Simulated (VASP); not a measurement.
**BSe: single point with PBE**

The system is BSe.

```
B Se
1.0
     0.00000    2.34733    2.34733
     2.34733    0.00000    2.34733
     2.34733    2.34733    0.00000
B Se
1 1
Direct
  0.00000 0.00000 0.00000
  0.50000 0.50000 0.50000
```

```
Program             : VASP 6.6.1
Task                : single point
Functional          : PBE
Potentials or basis : VASP PAW PBE potentials, release 64 (B, Se)
Cutoff              : 500 eV
k mesh              : 6 × 6 × 6
Occupations         : gaussian, width 0.1 eV
Spin                : no spin polarisation
```

```json
{
  "Pressure": "0.1 GPa",
  "Band gap on the k mesh": "zero (an odd number of electrons rules out a gap without spin polarisation)"
}
```

Levels at points of the mesh, in eV from the Fermi level:
```csv
k point,band 1,band 2,band 3,band 4,band 5,band 6,band 7,band 8,band 9
"(0.00, 0.00, 0.00)",-17.13,-1.46,-1.46,-1.46,0.48,5.88,5.88,5.88,8.26
"(0.50, 0.00, 0.00)",-14.36,-9.98,-0.89,-0.89,0.77,0.77,2.18,4.26,12.96
"(0.50, 0.50, 0.00)",-13.34,-8.31,-4.67,-4.67,-4.41,3.49,8.45,8.45,10.62
```

It took 3.8 s on 1 thread of AMD EPYC 7R13 Processor (Zen 3), on a shared host, peak memory 0.1 GiB.

Caveat: the k points lie up to 0.39 Å⁻¹ apart, too coarse for converged energies and pressures of a metal.
